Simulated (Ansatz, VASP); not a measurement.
**TiAl3: VASP beside Ansatz**

POSCAR

```
TiAl3
1.0
    3.9556712500      0.0000000000      0.0000000000
    0.0000000000      3.9556712500      0.0000000000
    0.0000000000      0.0000000000      3.9556712500
Ti Al
1 3
Direct
    0.0036488767      0.0036488767      0.0036488767
    0.5000000000      0.5000000000      0.0000000000
    0.5000000000      0.0000000000      0.5000000000
    0.0000000000      0.5000000000      0.5000000000
```

File INCAR.step1:

```
SYSTEM = TiAl3
PREC     = Accurate       ! precision mode
ENCUT    = 520            ! plane-wave cutoff, eV
ISMEAR   = 0              ! smearing method
SIGMA    = 0.15           ! smearing width, eV
LREAL    = .False.        ! projectors in reciprocal space
LASPH    = .True.         ! aspherical terms in the spheres
NELM     = 100            ! most SCF steps
NBANDS   = 18             ! bands
GGA      = PE             ! functional
ALGO     = Normal         ! electronic algorithm
EDIFF    = 1E-4           ! SCF threshold, eV
LWAVE    = .True.         ! write WAVECAR
LCHARG   = .False.        ! write CHGCAR
```

Contents of INCAR.step2:

```
SYSTEM = TiAl3
PREC     = Accurate       ! precision mode
ENCUT    = 520            ! plane-wave cutoff, eV
EDIFF    = 1E-7           ! SCF threshold, eV
ISMEAR   = 0              ! smearing method
SIGMA    = 0.15           ! smearing width, eV
LREAL    = .False.        ! projectors in reciprocal space
LASPH    = .True.         ! aspherical terms in the spheres
NELM     = 100            ! most SCF steps
ALGO     = Normal         ! electronic algorithm
ISIF     = 2              ! what is computed and relaxed
LWAVE    = .False.        ! write WAVECAR
LCHARG   = .False.        ! write CHGCAR
METAGGA  = R2SCAN         ! meta-GGA
LMIXTAU  = .True.       
NBANDS   = 18             ! bands
ISTART   = 1
```

Contents of KPOINTS:

```
Automatic mesh
0
Gamma
  12 12 12
  0 0 0
```

Input for Ansatz:

```yaml
crystal:
  lattice:
    - [3.95567125, 0.0, 0.0]
    - [0.0, 3.95567125, 0.0]
    - [0.0, 0.0, 3.95567125]
  atoms:
    - { symbol: Ti, position: [0.0036488767, 0.0036488767, 0.0036488767] }
    - { symbol: Al, position: [0.5, 0.5, 0.0] }
    - { symbol: Al, position: [0.5, 0.0, 0.5] }
    - { symbol: Al, position: [0.0, 0.5, 0.5] }
basis:
  ecutwfc: 500
kpoints:
  mp_grid: { grid: [12, 12, 12] }
hamiltonian:
  xc: r2scan
scf:
  occupations: { method: gaussian, width: 0.15 }
output:
  forces: true
  stress: true
  eigenvalues: true
```

Alike in both runs: task single point; functional r2SCAN; k mesh 12 × 12 × 12; occupations gaussian, width 0.15 eV; no spin polarisation.

|  | VASP | Ansatz |
| --- | --- | --- |
| version | VASP 6.6.1 | Ansatz 0.2.0 |
| potentials or method | VASP PAW PBE potentials, release 64 (Ti_sv, Al), cutoff 520 eV | scalar-relativistic, plane waves, PAW |
| valence electrons in the cell | 21 | 21 |

Ansatz gave:

| Item | Value |
| --- | --- |
| gap on the k mesh at the Fermi level (eV) | none |
| pressure (GPa) | 0.1 |
| rms of the force components (eV/Å) | 0.085 |

Which values does VASP return?

gap on the k mesh at the Fermi level (eV): none; pressure (GPa): 0.0; rms of the force components (eV/Å): 0.087.

VASP's potentials were made for PBE, not for r2SCAN. Atom by atom the forces differ by 0.001 eV/Å (rms over components). A gap of «none» marks a metal or a gap that the smearing closes. The functional is the same, so the differences come from potentials, cutoffs and numerics.
